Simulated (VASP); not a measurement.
Here is a VASP 6.6.1 calculation.

Contents of INCAR:

```
SYSTEM = MgS
  PREC = Accurate
  ENCUT = 520
  EDIFF = 1E-8
  ISMEAR = 0
  SIGMA = 0.01
  LREAL = .FALSE.
  LASPH = .TRUE.
  NELM = 80
  ALGO = Normal
  ISIF = 2
  LWAVE = .FALSE.
  LCHARG = .FALSE.
  GGA = PE
  LEPSILON = .TRUE.
```

File KPOINTS:

```
Automatic mesh
0
G
  9 9 9
  0 0 0
```

File POSCAR:

```
MgS
1.0
    0.0000000000      2.6016500000      2.6016500000
    2.6016500000      0.0000000000      2.6016500000
    2.6016500000      2.6016500000      0.0000000000
S Mg
1 1
Direct
    0.5000000000      0.5000000000      0.5000000000
    0.0000000000      0.0000000000      0.0000000000
```

Potentials or basis: VASP PAW PBE potentials, release 64 (S, Mg).

Run with:

```bash
$ cat potpaw_PBE.64/S/POTCAR potpaw_PBE.64/Mg/POTCAR > POTCAR
$ mpirun -np 1 vasp_std > vasp.out
```

Estimate the electronic dielectric tensor (diagonal).

5.39.

Predict the Born charges (mean of the diagonal).

S -2.32; Mg +2.32 e.

What does it give for the band gap on the k mesh?

2.91 eV, indirect (least direct gap 3.71 eV).

Electronic dielectric tensor:
```
5.39 0.00 0.00
0.00 5.39 0.00
0.00 0.00 5.39
```

A k mesh can miss the band edges. PBE gaps usually lie below the measured ones, often by a third to a half.
